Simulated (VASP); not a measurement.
Set up this calculation in VASP 6.6.1, as the native input.

```
Task                   : electric field gradients
Functional             : r2SCAN
Dispersion             : D3(BJ)
Potentials or basis    : VASP PAW PBE potentials, release 64 (Sn_d, O)
Cutoff                 : 520 eV
k mesh                 : 10 × 10 × 8
Occupations            : gaussian, width 0.05 eV
Spin                   : no spin polarisation
Dipole correction      : no
Further INCAR settings : ALGO = Normal; EDIFF = 1e-08; NBANDS = 28
```

Crystal: SnO (Romarchite).

```
CELL_PARAMETERS angstrom
3.79503 0.00000 0.00000
0.00000 3.79503 0.00000
0.00000 0.00000 4.78702
ATOMIC_POSITIONS crystal
Sn 0.50000 0.00000 0.23935
Sn 0.00000 0.50000 0.76065
O 0.00000 0.00000 0.00000
O 0.50000 0.50000 0.00000
```

These files were run (other wordings do the same):

POSCAR

```
SnO
1.0
    3.7950261603      0.0000000000      0.0000000000
    0.0000000000      3.7950261603      0.0000000000
    0.0000000000      0.0000000000      4.7870211465
Sn O
2 2
Direct
    0.5000000000      0.0000000000      0.2393458212
    0.0000000000      0.5000000000      0.7606541788
    0.0000000000      0.0000000000      0.0000000000
    0.5000000000      0.5000000000      0.0000000000
```

INCAR.step1

```
SYSTEM = SnO
PREC = Accurate
ENCUT = 520
ISMEAR = 0
SIGMA = 0.05
LREAL = .False.
LASPH = .True.
NELM = 100
NBANDS = 28
GGA = PE
ALGO = Normal
EDIFF = 1E-4
LWAVE = .True.
LCHARG = .False.
```

INCAR.step2

```
SYSTEM = SnO
PREC = Accurate
ENCUT = 520
EDIFF = 1E-8
ISMEAR = 0
SIGMA = 0.05
LREAL = .False.
LASPH = .True.
NELM = 100
ALGO = Normal
ISIF = 2
LWAVE = .False.
LCHARG = .False.
METAGGA = R2SCAN
LMIXTAU = .True.
IVDW = 12
VDW_S6 = 1.0
VDW_S8 = 0.78981345
VDW_A1 = 0.49484001
VDW_A2 = 5.73083694
LEFG = .True.
NBANDS = 28
ISTART = 1
```

KPOINTS

```
regular mesh
0
Gamma
  10 10 8
  0 0 0
```

Potentials or basis: VASP PAW PBE potentials, release 64 (Sn_d, O).

Command:

```bash
$ cat potpaw_PBE.64/Sn_d/POTCAR potpaw_PBE.64/O/POTCAR > POTCAR
$ cp INCAR.step1 INCAR
$ mpirun -np 1 vasp_std > vasp.out
$ cp INCAR.step2 INCAR
$ mpirun -np 1 vasp_std > vasp.out
```

It gave:

The pressure is 0.6 GPa. The largest force is 0.148 eV/Å, the band gap on the k mesh is 0.09 eV, indirect (least direct gap 2.24 eV) and the dispersion energy per atom is -0.112 eV.

Caveat: without QUAD_EFG the Cq values of the log hold for a quadrupole moment of 1 mb, not for the nuclei; the PAW data sets were made with another functional, which shifts forces and pressure a little; spin-orbit coupling is left out, which moves the levels of the heavy elements.

It took 15 min on 1 thread of Oxide Virtual Turin-like Processor, with other jobs on the host, peak memory 0.26 GiB.
